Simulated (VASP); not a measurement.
# Ge (Cmmm) in VASP: single point with r2SCAN

Aim: the single point of Ge with r2SCAN.

Everything below comes from runs of VASP 6.6.1. Logs are shortened: lines on timing, memory, paths and dates and some standing lists are left out, and cuts for length are marked.

## Step 1: The cell of the first run

Symmetry: Cmmm, No. 65, orthorhombic system. The conventional cell has a = 2.794 Å, b = 5.201 Å, c = 2.698 Å, α = 90.00°, β = 90.00°, γ = 90.00°. Ge (site symmetry mmm) has 8 Ge at 2.70 to 2.95 Å within 3.6 Å.

## Step 2: Single point, r2SCAN

The input, POSCAR:

```
Ge
1.0
    1.3971490000     -2.6005160000      0.0000000000
    1.3971490000      2.6005160000      0.0000000000
    0.0000000000      0.0000000000      2.6982310000
Ge
1
Direct
    0.5000000000      0.5000000000      0.0000000000
```

The input, INCAR.step1:

```
PREC = Accurate ; ENCUT = 520
ISMEAR = -1 ; SIGMA = 0.1
LREAL = False ; LASPH = True
NELM = 80 ; NBANDS = 13
GGA = PE ; ALGO = Normal
EDIFF = 1E-4 ; LWAVE = True
LCHARG = False
```

The input, INCAR.step2:

```
PREC = Accurate ; ENCUT = 520
EDIFF = 1E-6 ; ISMEAR = -1
SIGMA = 0.1 ; LREAL = False
LASPH = True ; NELM = 80
ALGO = Normal ; ISIF = 2
LWAVE = False ; LCHARG = False
METAGGA = R2SCAN ; LMIXTAU = True
NBANDS = 13 ; ISTART = 1
```

The input, KPOINTS:

```
regular mesh
0
Gamma
  11 11 10
```

Potentials or basis: VASP PAW PBE potentials, release 64 (Ge_d).

The run is started by

```sh
$ cat potpaw_PBE.64/Ge_d/POTCAR > POTCAR
$ cp INCAR.step1 INCAR
$ mpirun -np 1 vasp_std > vasp.out
$ cp INCAR.step2 INCAR
$ mpirun -np 1 vasp_std > vasp.out
```

OUTCAR:

```text
PREC = Accurate
   ENCUT = 520
   EDIFF = 1E-6
   ISMEAR = -1
   LREAL = False
   LASPH = True
   NELM = 80
   ISIF = 2
   METAGGA = R2SCAN
   ISTART = 1

 ion  position               nearest neighbor table
   1  0.500  0.500  0.000-

  LATTYP: Found a base centered orthorhombic cell.
 ALAT       =     2.7942980000
 B/A-ratio  =     1.8613018368
 C/A-ratio  =     0.9656203454

  Lattice vectors:

 A1 = (   1.3971490000,  -2.6005160000,   0.0000000000)
 A2 = (   1.3971490000,   2.6005160000,   0.0000000000)
 A3 = (   0.0000000000,   0.0000000000,   2.6982310000)

Analysis of symmetry for initial positions (statically):
=====================================================================
 Subroutine PRICEL returns:
 Original cell was already a primitive cell.

 Routine SETGRP: Setting up the symmetry group for a
 base centered orthorhombic supercell.

 Subroutine GETGRP returns: Found  8 space group operations
 (whereof  8 operations were pure point group operations)
 out of a pool of  8 trial point group operations.

The static configuration has the point symmetry D_2h.

Analysis of symmetry for dynamics (positions and initial velocities):
=====================================================================
 Subroutine PRICEL returns:
 Original cell was already a primitive cell.

 Routine SETGRP: Setting up the symmetry group for a
 base centered orthorhombic supercell.

 Subroutine GETGRP returns: Found  8 space group operations
 (whereof  8 operations were pure point group operations)
 out of a pool of  8 trial point group operations.

The dynamic configuration has the point symmetry D_2h.

 Subroutine INISYM returns: Found  8 space group operations
 (whereof  8 operations are pure point group operations),
 and found     1 'primitive' translations

----------------------------------------------------------------------------------------

                                     Primitive cell

  volume of cell :      19.6070

  direct lattice vectors                    reciprocal lattice vectors
     1.397149000 -2.600516000  0.000000000     0.357871637 -0.192269534  0.000000000
     1.397149000  2.600516000  0.000000000     0.357871637  0.192269534  0.000000000
     0.000000000  0.000000000  2.698231000     0.000000000  0.000000000  0.370613191

  length of vectors
     2.952068562  2.952068562  2.698231000     0.406250763  0.406250763  0.370613191

  position of ions in fractional coordinates (direct lattice)
[... 83 lines left out ...]
   ISIF   =      2    stress and relaxation
   ISYM   =      2    0-nonsym 1-usesym 2-fastsym
   POTIM  = 0.5000    time-step for ionic-motion
   TEBEG  =    0.0;   TEEND  =   0.0 temperature during run
   PSTRESS=    0.0 pullay stress
   NELECT =      14.0000    total number of electrons
   NUPDOWN=      -1.0000    fix difference up-down
   EMIN   =  10.00;   EMAX   =-10.00  energy-range for DOS
   EFERMI =   0.00;   METHOD = LEGACY
   ISMEAR =    -1;   SIGMA  =   0.10  broadening in eV -4-tet -1-fermi 0-gaus
   EFERMI_NEDOS =   21; number of points for ismear=-14 and -15
   IALGO  =     38    algorithm
   IMIX   =      4    mixing-type and parameters
     AMIX     =   0.40;   BMIX     =  1.00
     AMIX_MAG =   1.60;   BMIX_MAG =  1.00
  volume/ion in A,a.u.               =      19.61       132.31
  Fermi-wavevector in a.u.,A,eV,Ry     =   1.463234  2.765111 29.130796  2.141053
  Thomas-Fermi vector in A             =   2.579353
   LORBIT       =      0    0 simple, 1 ext, 2 COOP (PROOUT), +10 PAW based schemes
   METAGGA = R2SCAN    functional components
   LHFCALC =     F    Hartree Fock is set to
   AEXX    =    0.0000 exact exchange contribution
   IVDW    =     0    specifies the selected vdW correction
   LEPSILON=     F    determine dielectric tensor
   LRPA    =     F    only Hartree local field effects (RPA)
 non-spin polarized calculation
  energy-cutoff  :      520.00
  volume of cell :       19.61
 maximum number of plane-waves:       542
 NGX is ok and might be reduce to    24
   NGX = 11   NGY = 11   NGZ = 11

 number of electron      14.0000003 magnetization

 Free energy of the ion-electron system (eV)
  ---------------------------------------------------
  ext. energy  EPLUGINS =         0.00000000
  ---------------------------------------------------
  free energy    TOTEN  =       -13.48217067 eV

  energy without entropy =      -13.46707976  energy(sigma->0) =      -13.47462522

 E-fermi :   6.0546     XC(G=0): -12.0749

 val. band max:        6.0327315035   @ k =   0.3636   0.3636   0.4000
 cond. band min:       6.0574706701   @ k =   0.4545   0.0909   0.4000
 fundamental gap:      0.0247391665
 Fermi energy:         6.0546398005

 k-point     1 :       0.0000    0.0000    0.0000
  band No.  band energies     occupation
      1     -19.3818      2.00000
      2     -19.3251      2.00000
      3     -19.2709      2.00000
      4     -19.1555      2.00000
      5     -19.1337      2.00000
      6      -7.3971      2.00000
      7      13.0956      0.00000
      8      13.6057      0.00000
      9      15.2005      0.00000
     10      16.6753      0.00000
     11      19.3735      0.00000
     12      21.8913      0.00000
     13      22.2207      0.00000
[... 354 lines left out ...]
  band No.  band energies     occupation
      1     -19.3725      2.00000
      2     -19.3211      2.00000
      3     -19.2444      2.00000
      4     -19.1681      2.00000
      5     -19.1361      2.00000
      6      -6.6507      2.00000
      7       8.4754      0.00000
      8      13.6935      0.00000
      9      13.7955      0.00000
     10      17.1893      0.00000
     11      19.0973      0.00000
     12      24.8472      0.00000
     13      25.1725      0.00000

 [... further k-points ...]

------------------------ aborting loop because EDIFF is reached ----------------------------------------

  FORCE on cell =-STRESS in cart. coord.  units (eV):
  Direction    XX          YY          ZZ          XY          YZ          ZX
  --------------------------------------------------------------------------------------
  -------------------------------------------------------------------------------------
  Total       -0.2496658     -0.5724897     -0.3727876      0.0000000      0.0000000      0.0000000
  in kB      -20.4013163    -46.7807211    -30.4621563      0.0000000      0.0000000      0.0000000
  external PRESSURE =     -32.5480646 kB  Pullay stress =       0.0000000 kB

 VOLUME and BASIS-vectors are now :
 -----------------------------------------------------------------------------
  energy-cutoff  :      520.00
  volume of cell :       19.61
      direct lattice vectors                 reciprocal lattice vectors
     1.397149000 -2.600516000  0.000000000     0.357871637 -0.192269534  0.000000000
     1.397149000  2.600516000  0.000000000     0.357871637  0.192269534  0.000000000
     0.000000000  0.000000000  2.698231000     0.000000000  0.000000000  0.370613191

 POSITION                                       TOTAL-FORCE (eV/Angst)
 -----------------------------------------------------------------------------------
      1.39715      0.00000      0.00000         0.000000      0.000000      0.000000
 -----------------------------------------------------------------------------------
    total drift:                               -0.000000     -0.000000     -0.000000

  FREE ENERGIE OF THE ION-ELECTRON SYSTEM (eV)
  ---------------------------------------------------
  free  energy   TOTEN  =       -13.4821706670 eV

  energy  without entropy=      -13.4670797642  energy(sigma->0) =      -13.47462522
```

OUTCAR.step1:

```text
PREC = Accurate
   ENCUT = 520
   ISMEAR = -1
   LREAL = False
   LASPH = True
   NELM = 80
[... 601 lines left out ...]
 POSITION                                       TOTAL-FORCE (eV/Angst)
 -----------------------------------------------------------------------------------
      1.39715      0.00000      0.00000         0.000000     -0.000000      0.000000
 -----------------------------------------------------------------------------------
    total drift:                               -0.000000     -0.000000     -0.000000

  FREE ENERGIE OF THE ION-ELECTRON SYSTEM (eV)
  ---------------------------------------------------
  free  energy   TOTEN  =        -4.2748148676 eV

  energy  without entropy=       -4.2588011524  energy(sigma->0) =       -4.26680801
```

OSZICAR.step1:

```text
N       E                     dE             d eps       ncg     rms          rms(c)
DAV:   1     0.635810217327E+02    0.63581E+02   -0.71684E+03  6112   0.292E+03
DAV:   2     0.147826160578E+01   -0.62103E+02   -0.59278E+02  5896   0.415E+02
DAV:   3    -0.420067249125E+01   -0.56789E+01   -0.56524E+01  6506   0.728E+01
DAV:   4    -0.428299549411E+01   -0.82323E-01   -0.82312E-01  6351   0.955E+00
DAV:   5    -0.428383718725E+01   -0.84169E-03   -0.84169E-03  6614   0.107E+00    0.131E+00
DAV:   6    -0.427721593062E+01    0.66213E-02   -0.68063E-03  7064   0.185E+00    0.744E-01
DAV:   7    -0.427487735641E+01    0.23386E-02   -0.54902E-03  7409   0.141E+00    0.726E-02
DAV:   8    -0.427481486765E+01    0.62489E-04   -0.65714E-04  6786   0.570E-01
   1 F= -.42748149E+01 E0= -.42668080E+01  d E =-.160137E-01
```

Wall time 2.3 min (1 thread of Intel Xeon 8259CL, shared host); peak memory 0.17 GiB.

What came out:

```
Free energy            : -13.4822 eV
Pressure               : -3.3 GPa
Band gap on the k mesh : zero (bands 7 and 8 overlap by 9.51 eV)
```

Stress tensor (GPa, compression positive):
```
-2.04  0.00  0.00
 0.00 -4.68  0.00
 0.00  0.00 -3.05
```

Caveat: the cell stands under tension; the PAW data sets were made with another functional, which shifts forces and pressure a little.
